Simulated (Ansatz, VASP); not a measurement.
**GaN: VASP beside Ansatz**

File POSCAR:

```
GaN
1.0
    0.0000000000      2.2489525403      2.2489525403
    2.2489525403      0.0000000000      2.2489525403
    2.2489525403      2.2489525403      0.0000000000
Ga N
1 1
Direct
    0.0000000000      0.0000000000      0.0000000000
    0.2500000000      0.2500000000      0.2500000000
```

The input INCAR.step1:

```
  ALGO = Normal
  EDIFF = 1E-5
  ENCUT = 520
  GGA = PE
  ISIF = 2
  ISMEAR = 0
  LASPH = True
  LREAL = False
  LWAVE = True
  NBANDS = 16
  NELM = 100
  PREC = Accurate
  SIGMA = 0.01
```

The input INCAR.step2:

```
  AEXX = 0.25
  ALGO = Normal
  EDIFF = 1E-7
  ENCUT = 520
  GGA = PE
  ISIF = 2
  ISMEAR = 0
  ISTART = 1
  LASPH = True
  LCHARG = True
  LELF = True
  LHFCALC = True
  LREAL = False
  LVHAR = True
  LWAVE = False
  NBANDS = 16
  NELM = 100
  PREC = Accurate
  PRECFOCK = Normal
  SIGMA = 0.01
```

File KPOINTS:

```
k-points
0
Gamma
  6 6 6
```

Input for Ansatz:

```yaml
crystal:
  lattice:
    - [0.0, 2.2489525403, 2.2489525403]
    - [2.2489525403, 0.0, 2.2489525403]
    - [2.2489525403, 2.2489525403, 0.0]
  atoms:
    - { symbol: Ga, position: [0.0, 0.0, 0.0] }
    - { symbol: "N", position: [0.25, 0.25, 0.25] }
kpoints:
  mp_grid: { grid: [6, 6, 6] }
  band_path:
    path:
      - [0.0, 0.0, 0.0]
      - [-0.5, -0.5, 0.0]
      - [-0.375, -0.375, 0.25]
      - [-0.375, 0.0, 0.375]
      - [0.0, 0.0, 0.5]
      - [-0.5, -0.25, 0.25]
    npoints: 1
hamiltonian:
  xc: pbe0
scf:
  occupations: { method: fixed }
  n_extra_bands: 4
output:
  forces: true
  stress: true
  eigenvalues: true
  write_density: true
  write_potential: true
  elf: true
  volumetric_format: npy
```

Alike in both runs: task single point; functional PBE0; k mesh 6 × 6 × 6; no spin polarisation.

|  | VASP | Ansatz |
| --- | --- | --- |
| version | VASP 6.6.1 | Ansatz 0.2.0 |
| potentials or method | VASP PAW PBE potentials, release 64 (Ga_d, N) | plane waves, PAW |
| plane-wave cutoff (eV) | 520 | 420 |
| occupations | gaussian, width 0.01 eV | fixed |
| valence electrons in the cell | 18 | 18 |

Ansatz gave:

| Item | Value |
| --- | --- |
| gap on the k mesh at the Fermi level (eV) | 3.70 |
| pressure (GPa) | -0.2 |

Problem. What did VASP give for the same quantities?

Solution. gap on the k mesh at the Fermi level (eV): 3.75; pressure (GPa): -0.3.

Ansatz's warnings: stress exchange threshold loose, stress scf threshold loose.
